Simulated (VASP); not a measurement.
Cu:

```xyz
1
Lattice="0.0000 1.7590 1.7590 1.7590 0.0000 1.7590 1.7590 1.7590 0.0000" Properties=species:S:1:pos:R:3 pbc="T T T"
Cu    0.0000    0.0000    0.0000
```

Base run:

| Property | Result |
| --- | --- |
| Program | VASP 6.6.1 |
| Functional | LDA |
| Potentials or basis | VASP PAW LDA potentials, release 64 (Cu_sv_GW) |
| Cutoff | 700 eV |
| k mesh | 20 × 20 × 20 |
| Occupations | gaussian, width 0.1 eV |
| Spin | no spin polarisation |

Its results: pressure -4.3 GPa.

Question: The run is repeated on the same cell with these changes: potentials or basis from VASP PAW LDA potentials, release 64 (Cu_sv_GW) to VASP PAW LDA potentials, release 64 (Cu); cutoff from 700 eV to 520 eV; further incar settings from ALGO = Normal; EDIFF = 1e-06; NBANDS = 16 to ALGO = Fast; EDIFF = 1e-06; NBANDS = 12; valence electrons from 19 to 11. What comes out?

Answer: Pressure 1.1 GPa.
